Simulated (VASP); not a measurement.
# CuO (Cc) in VASP: relaxation of the atoms with PBE

Aim: the relaxation of the atoms of CuO with PBE.

Program: VASP 6.6.1. These are calculated values, not measurements. Logs are shortened: lines on timing, memory, paths and dates and some standing lists are left out, and cuts for length are marked.

## (1) The cell of the first run

The structure is monoclinic, space group Cc (No. 9). The conventional cell has a = 4.689 Å, b = 3.427 Å, c = 5.132 Å, α = 90.00°, β = 99.65°, γ = 90.00°. Cu (site symmetry 1) has 4 O at 1.91 to 2.02 Å within 2.5 Å. O (site symmetry 1) has 4 Cu at 1.91 to 2.02 Å within 2.5 Å.

## (2) Relaxation of the atoms, PBE, collinear spin

Contents of INCAR:

```
PREC = Accurate
ENCUT = 520
EDIFF = 1E-7
ISMEAR = -1
SIGMA = 0.02
LREAL = F
LASPH = T
NELM = 200
ALGO = Normal
ISIF = 2
LWAVE = F
LCHARG = F
ISPIN = 2
MAGMOM = 1 1 0 0
LORBIT = 11
LMAXMIX = 4
GGA = PE
IBRION = 2
NSW = 80
EDIFFG = -0.02
GGA_COMPAT = F
NELMIN = 4
KPAR = 4
```

Contents of KPOINTS:

```
Automatic mesh
0
Gamma
  7 7 4
```

Contents of POSCAR:

```
CuO
1.0
    2.3446500000     -1.7134000000      0.0000000000
    2.3446500000      1.7134000000      0.0000000000
   -0.8605543552      0.0000000000      5.0594363927
Cu O
2 2
Direct
    0.0032000000      0.4968000000      0.0000000000
    0.4968000000      0.0032000000      0.5000000000
    0.5714000000      0.4056000000      0.2537000000
    0.4056000000      0.5714000000      0.7537000000
```

Potentials or basis: VASP PAW PBE potentials, release 64 (Cu, O).

Command:

```bash
cat potpaw_PBE.64/Cu/POTCAR potpaw_PBE.64/O/POTCAR > POTCAR
mpirun -np 4 vasp_std > vasp.out
```

OUTCAR:

```text
PREC = Accurate
   ENCUT = 520
   EDIFF = 1E-7
   ISMEAR = -1
   LREAL = F
   LASPH = T
   NELM = 200
   ISIF = 2
   ISPIN = 2
   LORBIT = 11
   GGA = PE
   IBRION = 2
   NSW = 80
   EDIFFG = -0.02
   NELMIN = 4

 ion  position               nearest neighbor table
   1  0.003  0.497  0.000-   4 1.91   3 1.93   4 1.98   3 2.02
   2  0.497  0.003  0.500-   3 1.91   4 1.93   3 1.98   4 2.02
   3  0.571  0.406  0.254-   2 1.91   1 1.93   2 1.98   1 2.02
   4  0.406  0.571  0.754-   1 1.91   2 1.93   1 1.98   2 2.02

  LATTYP: Found a base centered monoclinic cell.
 ALAT       =     4.6893000000
 B/A-ratio  =     0.7307700510
 C/A-ratio  =     1.0944277397
 COS(beta)  =    -0.1676807457

  Lattice vectors:

 A1 = (   2.3446500000,  -1.7134000000,   0.0000000000)
 A2 = (   2.3446500000,   1.7134000000,   0.0000000000)
 A3 = (  -0.8605543552,   0.0000000000,   5.0594363927)

Analysis of symmetry for initial positions (statically):
=====================================================================
 Subroutine PRICEL returns:
 Original cell was already a primitive cell.

 Routine SETGRP: Setting up the symmetry group for a
 base centered monoclinic supercell.

 Subroutine GETGRP returns: Found  2 space group operations
 (whereof  1 operations were pure point group operations)
 out of a pool of  4 trial point group operations.

The static configuration has the point symmetry C_1 .
 The point group associated with its full space group is C_1h.

Analysis of symmetry for dynamics (positions and initial velocities):
=====================================================================
 Subroutine PRICEL returns:
 Original cell was already a primitive cell.

 Routine SETGRP: Setting up the symmetry group for a
 base centered monoclinic supercell.

 Subroutine GETGRP returns: Found  2 space group operations
 (whereof  1 operations were pure point group operations)
 out of a pool of  4 trial point group operations.

The dynamic configuration has the point symmetry C_1 .
 The point group associated with its full space group is C_1h.

Analysis of structural, dynamic, and magnetic symmetry:
=====================================================================
 Subroutine PRICEL returns:
 Original cell was already a primitive cell.

 Routine SETGRP: Setting up the symmetry group for a
 base centered monoclinic supercell.

 Subroutine GETGRP returns: Found  2 space group operations
 (whereof  1 operations were pure point group operations)
 out of a pool of  4 trial point group operations.

The overall configuration has the point symmetry C_1 .
 The point group associated with its full space group is C_1h.

 Subroutine INISYM returns: Found  2 space group operations
 (whereof  1 operations are pure point group operations),
 and found     1 'primitive' translations

----------------------------------------------------------------------------------------

                                     Primitive cell

  volume of cell :      40.6508

  direct lattice vectors                    reciprocal lattice vectors
     2.344650000 -1.713400000  0.000000000     0.213251445 -0.291817439  0.036271720
     2.344650000  1.713400000  0.000000000     0.213251445  0.291817439  0.036271720
    -0.860554355  0.000000000  5.059436393     0.000000000  0.000000000  0.197650474

  length of vectors
     2.903984019  2.903984019  5.132100000     0.363248171  0.363248171  0.197650474

  position of ions in fractional coordinates (direct lattice)
     0.003200000  0.496800000  0.000000000
     0.496800000  0.003200000  0.500000000
     0.571400000  0.405600000  0.253700000
     0.405600000  0.571400000  0.753700000

  ion indices of the primitive-cell ions
   primitive index   ion index
                 1           1
                 2           2
                 3           3
                 4           4

----------------------------------------------------------------------------------------

 KPOINTS: Automatic mesh

Automatic generation of k-mesh.
 Grid dimensions read from file:
 generate k-points for:    7    7    4

 Generating k-lattice:

  Cartesian coordinates                     Fractional coordinates (reciprocal lattice)
     0.030464492 -0.041688206  0.005181674     0.142857143  0.000000000 -0.000000000
     0.030464492  0.041688206  0.005181674     0.000000000  0.142857143 -0.000000000
     0.000000000  0.000000000  0.049412618     0.000000000  0.000000000  0.250000000

  Length of vectors
     0.051892596  0.051892596  0.049412618

  Shift w.r.t. Gamma in fractional coordinates (k-lattice)
     0.000000000  0.000000000  0.000000000

 Subroutine IBZKPT returns following result:
 ===========================================

 Found     60 irreducible k-points:

 Following reciprocal coordinates:
            Coordinates               Weight
  0.000000  0.000000  0.000000      1.000000
  0.142857  0.000000 -0.000000      4.000000
  0.285714  0.000000 -0.000000      4.000000
  0.428571  0.000000 -0.000000      4.000000
  0.142857  0.142857 -0.000000      2.000000
  0.285714  0.142857 -0.000000      4.000000
[... 16 lines left out ...]
 -0.142857  0.000000  0.250000      4.000000
  0.142857  0.142857  0.250000      2.000000
 [... further k-points ...]
   k-points           NKPTS =     60   k-points in BZ     NKDIM =     60   number of bands    NBANDS=     22
   number of dos      NEDOS =    301   number of ions     NIONS =      4
   total plane-waves  NPLWV =  23040
   dimension x,y,z NGX =    24 NGY =   24 NGZ =   40
   dimension x,y,z NGXF=    48 NGYF=   48 NGZF=   80
   ions per type =               2   2
   NGX,Y,Z   is equivalent  to a cutoff of  13.74, 13.74, 12.96 a.u.
   NGXF,Y,Z  is equivalent  to a cutoff of  27.48, 27.48, 25.91 a.u.
 SYSTEM =  unknown system
   PREC   = accura    normal or accurate (medium, high low for compatibility)
   ISTART =      0    job   : 0-new  1-cont  2-samecut
   ICHARG =      2    charge: 1-file 2-atom 10-const
   ISPIN  =      2    spin polarized calculation?
   LNONCOLLINEAR =      F non collinear calculations
   LSORBIT =      F    spin-orbit coupling
   LASPH  =      T    aspherical Exc in radial PAW
   ENCUT  =  520.0 eV  38.22 Ry    6.18 a.u.   5.40  5.40  9.54*2*pi/ulx,y,z
   NELM   =    200;   NELMIN=  4; NELMDL= -5     # of ELM steps
   EDIFF  = 0.1E-06   stopping-criterion for ELM
   LREAL  =      F    real-space projection
   EDIFFG = -.2E-01   stopping-criterion for IOM
   NSW    =     80    number of steps for IOM
   IBRION =      2    ionic relax: 0-MD 1-quasi-New 2-CG
   NFREE  =      1    steps in history (QN), initial steepest desc. (CG)
   ISIF   =      2    stress and relaxation
   ISYM   =      2    0-nonsym 1-usesym 2-fastsym
   POTIM  = 0.5000    time-step for ionic-motion
   TEBEG  =    0.0;   TEEND  =   0.0 temperature during run
   PSTRESS=    0.0 pullay stress
   NELECT =      34.0000    total number of electrons
   NUPDOWN=      -1.0000    fix difference up-down
   EMIN   =  10.00;   EMAX   =-10.00  energy-range for DOS
   EFERMI =   0.00;   METHOD = LEGACY
   ISMEAR =    -1;   SIGMA  =   0.02  broadening in eV -4-tet -1-fermi 0-gaus
   EFERMI_NEDOS =   21; number of points for ismear=-14 and -15
   IALGO  =     38    algorithm
   IMIX   =      4    mixing-type and parameters
     AMIX     =   0.40;   BMIX     =  1.00
     AMIX_MAG =   1.60;   BMIX_MAG =  1.00
  volume/ion in A,a.u.               =      10.16        68.58
  Fermi-wavevector in a.u.,A,eV,Ry     =   1.542451  2.914811 32.370388  2.379156
  Thomas-Fermi vector in A             =   2.648254
   LORBIT       =     11    0 simple, 1 ext, 2 COOP (PROOUT), +10 PAW based schemes
   GGA     = PE    functional components
   LHFCALC =     F    Hartree Fock is set to
   AEXX    =    0.0000 exact exchange contribution
   IVDW    =     0    specifies the selected vdW correction
   LEPSILON=     F    determine dielectric tensor
   LRPA    =     F    only Hartree local field effects (RPA)
 conjugate gradient relaxation of ions
 spin polarized calculation
  energy-cutoff  :      520.00
  volume of cell :       40.65
 maximum number of plane-waves:      1129
 NGX is ok and might be reduce to    24
   NGX = 11   NGY = 11   NGZ = 19

--------------------------------------- Ionic step        1  -------------------------------------------

 number of electron      33.9999999 magnetization       0.6364341

 number of electron      33.9999999 magnetization      -0.0006079

 Free energy of the ion-electron system (eV)
  ---------------------------------------------------
  ext. energy  EPLUGINS =         0.00000000
  ---------------------------------------------------
  free energy    TOTEN  =       -19.48158814 eV

  energy without entropy =      -19.47807369  energy(sigma->0) =      -19.47983092

------------------------ aborting loop because EDIFF is reached ----------------------------------------

  FORCE on cell =-STRESS in cart. coord.  units (eV):
  Direction    XX          YY          ZZ          XY          YZ          ZX
  --------------------------------------------------------------------------------------
  -------------------------------------------------------------------------------------
  Total        1.6106527      1.7824917      1.4896632      0.0000000      0.0000000     -0.4551304
  in kB       63.4809717     70.2536961     58.7123902      0.0000000      0.0000000    -17.9381451
  external PRESSURE =      64.1490193 kB  Pullay stress =       0.0000000 kB
[... 259 lines left out ...]
 number of electron      34.0000001 magnetization       0.0000000

 number of electron      34.0000001 magnetization      -0.0000000

 Free energy of the ion-electron system (eV)
  ---------------------------------------------------
  ext. energy  EPLUGINS =         0.00000000
  ---------------------------------------------------
  free energy    TOTEN  =       -19.54105394 eV

  energy without entropy =      -19.53797123  energy(sigma->0) =      -19.53951259

 E-fermi :   5.7175     XC(G=0): -11.8907

 val. band max:        5.6899267550   @ k =   0.2857   0.2857   0.5000
 cond. band min:       5.7241907829   @ k =  -0.2857   0.1429   0.5000
 fundamental gap:      0.0342640279
 Fermi energy:         5.7174935289

 spin component 1

 k-point     1 :       0.0000    0.0000    0.0000
  band No.  band energies     occupation
      1     -14.2683      1.00000
      2     -12.9197      1.00000
      3      -2.5011      1.00000
      4       0.1005      1.00000
      5       0.5091      1.00000
      6       2.3349      1.00000
[... 589 lines left out ...]
     21      15.3144      0.00000
     22      17.3888      0.00000

 [... further k-points ...]

 spin component 2

 k-point     1 :       0.0000    0.0000    0.0000
  band No.  band energies     occupation
      1     -14.2683      1.00000
      2     -12.9197      1.00000
      3      -2.5011      1.00000
      4       0.1005      1.00000
      5       0.5091      1.00000
      6       2.3349      1.00000
[... 589 lines left out ...]
     21      15.3144      0.00000
     22      17.3888      0.00000

 [... further k-points ...]
[... 5 lines left out ...]
  --------------------------------------------------------------------------------------
  -------------------------------------------------------------------------------------
  Total        1.5122176      2.1714547      1.8401708      0.0000000      0.0000000      0.2667638
  in kB       59.6013284     85.5839715     72.5270132      0.0000000      0.0000000     10.5140147
  external PRESSURE =      72.5707710 kB  Pullay stress =       0.0000000 kB
[... 19 lines left out ...]
  FREE ENERGIE OF THE ION-ELECTRON SYSTEM (eV)
  ---------------------------------------------------
  free  energy   TOTEN  =       -19.5410539448 eV

  energy  without entropy=      -19.5379712305  energy(sigma->0) =      -19.53951259

 reached required accuracy - stopping structural energy minimisation

 total charge

# of ion       s       p       d       tot
------------------------------------------
    1        0.385   0.393   9.142   9.920
    2        0.385   0.393   9.142   9.920
    3        1.577   3.387   0.000   4.964
    4        1.577   3.387   0.000   4.964
--------------------------------------------------
tot          3.925   7.560  18.283  29.768

 magnetization (x)

# of ion       s       p       d       tot
------------------------------------------
    1       -0.000  -0.000   0.000  -0.000
    2       -0.000  -0.000   0.000  -0.000
    3       -0.000   0.000   0.000   0.000
    4       -0.000   0.000   0.000   0.000
--------------------------------------------------
tot         -0.000   0.000   0.000   0.000
```

Wall time 2.1 min (4 MPI ranks of Intel Xeon Platinum 8259CL at 2.50GHz (Skylake/Cascade Lake), shared host); peak memory 0.23 GiB.

Results:

- Free energy: -19.5411 eV
- Energy gained by relaxing: 14.9 meV/atom
- Ionic steps: 8
- Pressure after relaxing: 7.3 GPa
- Largest force after relaxing: 0.006 eV/Å
- Band gap on the k mesh: zero (filled and empty bands overlap)
- Net moment: 0.00 μB per cell
- Valence electrons inside the program's atomic spheres: Cu 9.92; O 4.96

Forces on the atoms (eV/Å):
```
Cu  -0.006 -0.001  0.000
Cu  -0.006  0.001  0.000
O    0.006 -0.001  0.000
O    0.006  0.001  0.000
```

Stress tensor (GPa, compression positive):
```
5.96 0.00 1.05
0.00 8.56 0.00
1.05 0.00 7.25
```

The path:
| step | energy change (eV) | largest force (eV/Å) | pressure (GPa) |
| --- | --- | --- | --- |
| 1 | 0.0000 | 0.7806 | 6.41 |
| 2 | -0.0505 | 0.2242 | 6.20 |
| 3 | -0.0510 | 0.2086 | 6.13 |
| 4 | -0.0548 | 0.1553 | 6.39 |
| 5 | -0.0593 | 0.0368 | 7.16 |
| 6 | -0.0594 | 0.0396 | 7.24 |
| 7 | -0.0594 | 0.0346 | 7.28 |
| 8 | -0.0595 | 0.0059 | 7.26 |

Final structure:
```
Cu O
1.0
     2.34465   -1.71340    0.00000
     2.34465    1.71340    0.00000
    -0.86055    0.00000    5.05944
Cu O
2 2
Direct
  0.99409 0.49467 0.00187
  0.49467 0.99409 0.50187
  0.56176 0.42648 0.25183
  0.42648 0.56176 0.75183
```

Caveat: semilocal functionals often make such compounds metallic where correlation or magnetic order opens a gap, which also shifts bond lengths. With open d or f shells a metallic result of PBE can be an artefact of self-interaction; +U or a hybrid may open a gap.

The gap in the log of VASP goes by the Fermi energy; the results here count the filled bands.